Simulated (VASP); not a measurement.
# Pb (P6_3/mmc) in VASP: further runs, part 2 of 2

VASP 6.6.1. The steps go on from the part before.

**4. Single point, PBEsol**

INCAR

```
SYSTEM = Pb
PREC = Accurate
ENCUT = 520
EDIFF = 1E-6
ISMEAR = 1
SIGMA = 0.025
LREAL = .FALSE.
LASPH = .TRUE.
NELM = 80
ALGO = Fast
ISIF = 2
LWAVE = .FALSE.
LCHARG = .FALSE.
GGA = PS
NBANDS = 21
```

KPOINTS

```
Automatic mesh
0
G
  6 6 4
  0 0 0
```

POSCAR

```
Pb
1.0
    3.4715901269      0.0000000000      0.0000000000
   -1.7357950634      3.0064852414      0.0000000000
    0.0000000000      0.0000000000      5.9973895700
Pb
2
Direct
    0.3333333333      0.6666666667      0.2500000000
    0.6666666667      0.3333333333      0.7500000000
```

Potentials or basis: VASP PAW PBE potentials, release 64 (Pb_d).

Launch:

```
cat potpaw_PBE.64/Pb_d/POTCAR > POTCAR
mpirun -np 1 vasp_std > vasp.out
```

OUTCAR:

```text
SYSTEM = Pb
   PREC = Accurate
   ENCUT = 520
   EDIFF = 1E-6
   ISMEAR = 1
   LREAL = .FALSE.
   LASPH = .TRUE.
   NELM = 80
   ISIF = 2
   GGA = PS

 ion  position               nearest neighbor table
   1  0.333  0.667  0.250-   2 3.61   2 3.61   2 3.61   2 3.61   2 3.61   2 3.61
   2  0.667  0.333  0.750-   1 3.61   1 3.61   1 3.61   1 3.61   1 3.61   1 3.61

  LATTYP: Found a hexagonal cell.
 ALAT       =     3.4715901269
 C/A-ratio  =     1.7275626876

  Lattice vectors:

 A1 = (   3.4715901269,   0.0000000000,   0.0000000000)
 A2 = (  -1.7357950634,   3.0064852414,   0.0000000000)
 A3 = (   0.0000000000,   0.0000000000,   5.9973895700)

Analysis of symmetry for initial positions (statically):
=====================================================================
 Subroutine PRICEL returns:
 Original cell was already a primitive cell.

 Routine SETGRP: Setting up the symmetry group for a
 hexagonal supercell.

 Subroutine GETGRP returns: Found 24 space group operations
 (whereof 12 operations were pure point group operations)
 out of a pool of 24 trial point group operations.

The static configuration has the point symmetry D_3d.
 The point group associated with its full space group is D_6h.

Analysis of symmetry for dynamics (positions and initial velocities):
=====================================================================
 Subroutine PRICEL returns:
 Original cell was already a primitive cell.

 Routine SETGRP: Setting up the symmetry group for a
 hexagonal supercell.

 Subroutine GETGRP returns: Found 24 space group operations
 (whereof 12 operations were pure point group operations)
 out of a pool of 24 trial point group operations.

The dynamic configuration has the point symmetry D_3d.
 The point group associated with its full space group is D_6h.

 Subroutine INISYM returns: Found 24 space group operations
 (whereof 12 operations are pure point group operations),
 and found     1 'primitive' translations

[... 107 lines left out ...]
   IALGO  =     68    algorithm
   IMIX   =      4    mixing-type and parameters
     AMIX     =   0.40;   BMIX     =  1.00
     AMIX_MAG =   1.60;   BMIX_MAG =  1.00
  volume/ion in A,a.u.               =      31.30       211.21
  Fermi-wavevector in a.u.,A,eV,Ry     =   1.252019  2.365973 21.327833  1.567552
  Thomas-Fermi vector in A             =   2.385939
   LORBIT       =      0    0 simple, 1 ext, 2 COOP (PROOUT), +10 PAW based schemes
   GGA     = PS    functional components
   LHFCALC =     F    Hartree Fock is set to
   AEXX    =    0.0000 exact exchange contribution
   IVDW    =     0    specifies the selected vdW correction
   LEPSILON=     F    determine dielectric tensor
   LRPA    =     F    only Hartree local field effects (RPA)
 non-spin polarized calculation
 RMM-DIIS sequential band-by-band and
 Methfessel and Paxton  Order N= 1 SIGMA  =   0.03
  energy-cutoff  :      520.00
  volume of cell :       62.60
 maximum number of plane-waves:      1714
 NGX is ok and might be reduce to    28
   NGX = 13   NGY = 13   NGZ = 23

 number of electron      28.0000001 magnetization

 Free energy of the ion-electron system (eV)
  ---------------------------------------------------
  ext. energy  EPLUGINS =         0.00000000
  ---------------------------------------------------
  free energy    TOTEN  =        -7.87090197 eV

  energy without entropy =       -7.87027949  energy(sigma->0) =       -7.87069448

 E-fermi :   6.8628     XC(G=0): -10.1865

 val. band max:        6.8460691859   @ k =   0.0000   0.0000   0.5000
 cond. band min:       6.8735843033   @ k =   0.3333   0.1667   0.2500
 fundamental gap:      0.0275151174
 Fermi energy:         6.8628407591

 k-point     1 :       0.0000    0.0000    0.0000
  band No.  band energies     occupation
      1     -10.2412      2.00000
      2     -10.2409      2.00000
      3     -10.2041      2.00000
      4     -10.2041      2.00000
      5     -10.1889      2.00000
      6     -10.1889      2.00000
[... 493 lines left out ...]
     20      15.0628      0.00000
     21      15.0688      0.00000

------------------------ aborting loop because EDIFF is reached ----------------------------------------

  FORCE on cell =-STRESS in cart. coord.  units (eV):
  Direction    XX          YY          ZZ          XY          YZ          ZX
  --------------------------------------------------------------------------------------
  -------------------------------------------------------------------------------------
  Total       -0.4630873     -0.4630873     -0.7275840     -0.0000000      0.0000000     -0.0000000
  in kB      -11.8528748    -11.8528748    -18.6227543     -0.0000000      0.0000000     -0.0000000
  external PRESSURE =     -14.1095013 kB  Pullay stress =       0.0000000 kB

 VOLUME and BASIS-vectors are now :
 -----------------------------------------------------------------------------
  energy-cutoff  :      520.00
  volume of cell :       62.60
      direct lattice vectors                 reciprocal lattice vectors
     3.471590127  0.000000000  0.000000000     0.288052438  0.166307153  0.000000000
    -1.735795063  3.006485241  0.000000000     0.000000000  0.332614305  0.000000000
     0.000000000  0.000000000  5.997389570     0.000000000  0.000000000  0.166739210

 POSITION                                       TOTAL-FORCE (eV/Angst)
 -----------------------------------------------------------------------------------
     -0.00000      2.00432      1.49935        -0.000000     -0.000000      0.000000
      1.73580      1.00216      4.49804         0.000000      0.000000      0.000000
 -----------------------------------------------------------------------------------
    total drift:                                0.000000     -0.000000      0.000000

  FREE ENERGIE OF THE ION-ELECTRON SYSTEM (eV)
  ---------------------------------------------------
  free  energy   TOTEN  =        -7.8709019732 eV

  energy  without entropy=       -7.8702794915  energy(sigma->0) =       -7.87069448
```

stdout:

```text
POSCAR found type information on POSCAR Pb
 POSCAR found :  1 types and       2 ions
 scaLAPACK will be used
 -----------------------------------------------------------------------------
|                                                                             |
|                                                                             |
|     You enforced a specific xc type in the INCAR file but a different       |
|     I HOPE YOU KNOW WHAT YOU ARE DOING!                                     |
|                                                                             |
 -----------------------------------------------------------------------------

 LDA part: xc-table for (Slater+PW92), standard interpolation
 POSCAR, INCAR and KPOINTS ok, starting setup
 FFT: planning ... GRIDC
 FFT: planning ... GRID_SOFT
 FFT: planning ... GRID
 WAVECAR not read
 entering main loop
```

Wall time 24 s (1 thread of Intel Xeon 6975P-C, shared host); peak memory 0.19 GiB.

Results:

```
Free energy            : -7.8709 eV
Pressure               : -1.4 GPa
Band gap on the k mesh : zero (band 14 reaches 12.77 eV, above the bottom of band 15 at 5.06 eV)
```

Caveat: the PAW data sets were made with another functional, which shifts forces and pressure a little; spin-orbit coupling is left out, which moves the levels of the heavy elements.

**5. Single point, PBE**

INCAR

```
SYSTEM = Pb
PREC = Accurate
ENCUT = 520
EDIFF = 1E-7
ISMEAR = 1
SIGMA = 0.27211386245988
LREAL = .FALSE.
LASPH = .TRUE.
NELM = 80
ALGO = Normal
ISIF = 2
LWAVE = .FALSE.
LCHARG = .TRUE.
GGA = PE
LELF = .TRUE.
LVHAR = .TRUE.
NBANDS = 21
```

KPOINTS

```
regular mesh
0
G
  6 6 4
  0 0 0
```

POSCAR is that of step 4.

Launch:

```
cat potpaw_PBE.64/Pb_d/POTCAR > POTCAR
mpirun -np 1 vasp_std > vasp.out
```

It took 19 s on 1 thread of Intel Xeon 6975P-C, shared host; peak memory 0.19 GiB.

It converged, with:

| Property | Result |
| --- | --- |
| Free energy | -7.0154 eV |
| Pressure | 1.1 GPa |
| Band gap on the k mesh | zero (band 14 reaches 12.95 eV, above the bottom of band 15 at 5.25 eV) |

Stress tensor (GPa, compression positive):
```
1.62 0.00 0.00
0.00 1.62 0.00
0.00 0.00 0.17
```

Levels at points of the mesh, in eV from the Fermi level:
| k point | band 12 | band 13 | band 14 | band 15 | band 16 | band 17 |
| --- | --- | --- | --- | --- | --- | --- |
| (0.00, 0.00, 0.00) | -8.64 | -4.23 | 5.94 | 5.94 | 6.18 | 7.46 |
| (0.50, 0.00, 0.00) | -7.11 | -3.16 | -1.90 | -0.48 | 1.61 | 2.37 |
| (0.00, 0.00, 0.50) | -10.59 | 0.03 | 0.03 | 6.66 | 6.66 | 6.66 |
| (0.50, 0.00, 0.50) | -7.52 | -3.63 | -3.63 | 2.99 | 2.99 | 3.53 |

Caveat: spin-orbit coupling is left out, which moves the levels of the heavy elements.

**6. Single point, PBEsol**

INCAR

```
PREC = Accurate
ENCUT = 520
EDIFF = 1E-7
ISMEAR = 1
SIGMA = 0.1
LREAL = False
LASPH = True
NELM = 60
ALGO = Normal
ISIF = 2
LWAVE = False
LCHARG = False
GGA = PS
NBANDS = 21
NELECT = 27.0
```

KPOINTS

```
Automatic mesh
0
Gamma
  6 6 4
```

POSCAR is that of step 5.

Potentials or basis: VASP PAW PBE potentials, release 64 (Pb_d).

Launch:

```
cat potpaw_PBE.64/Pb_d/POTCAR > POTCAR
mpirun -np 1 vasp_std > vasp.out
```

It took 19 s on 1 thread of Intel Xeon 6975P-C, shared host; peak memory 0.18 GiB.

Results (log left out):

```yaml
Free_energy: -14.4527 eV
```

Levels at points of the mesh, in eV from the Fermi level:
```csv
k point,band 11,band 12,band 13,band 14,band 15,band 16
"(0.00, 0.00, 0.00)",-10.63,-7.69,-3.15,6.93,6.93,7.17
"(0.50, 0.00, 0.00)",-7.20,-6.16,-2.10,-0.84,0.56,2.69
"(0.00, 0.00, 0.50)",-9.59,-9.59,1.06,1.06,7.64,7.64
"(0.50, 0.00, 0.50)",-6.58,-6.58,-2.55,-2.55,4.00,4.00
```

Caveat: the cell carries a net charge on a neutralising background, which shifts energy and pressure; the cell is charged against a uniform background, so pressure and absolute levels hang on convention; the PAW data sets were made with another functional, which shifts forces and pressure a little; spin-orbit coupling is left out, which moves the levels of the heavy elements.

**7. Overview**

| level | k mesh | smearing | gap on the mesh (eV) | pressure (GPa) |
| --- | --- | --- | --- | --- |
| PBE | 2 × 3 × 1 | gaussian 0.1 eV | none | -0.2 |
| PBE | 6 × 6 × 4 | gaussian 0.1 eV | none | 1.3 |
| PBEsol | 6 × 6 × 4 | methfessel-paxton 0.025 eV | none | -1.4 |
| PBE | 6 × 6 × 4 | methfessel-paxton 0.272114 eV | none | 1.1 |

Alike in all rows: task single point; potentials or basis VASP PAW PBE potentials, release 64 (Pb_d); no spin polarisation; cell as given; cutoff (eV) 520.

Caveats: some runs use coarse meshes; spin-orbit coupling is left out, which moves the levels of the heavy elements; the PAW data sets were made with another functional, which shifts forces and pressure a little (some runs).

Absolute energies hang on the potentials; compare differences alone.
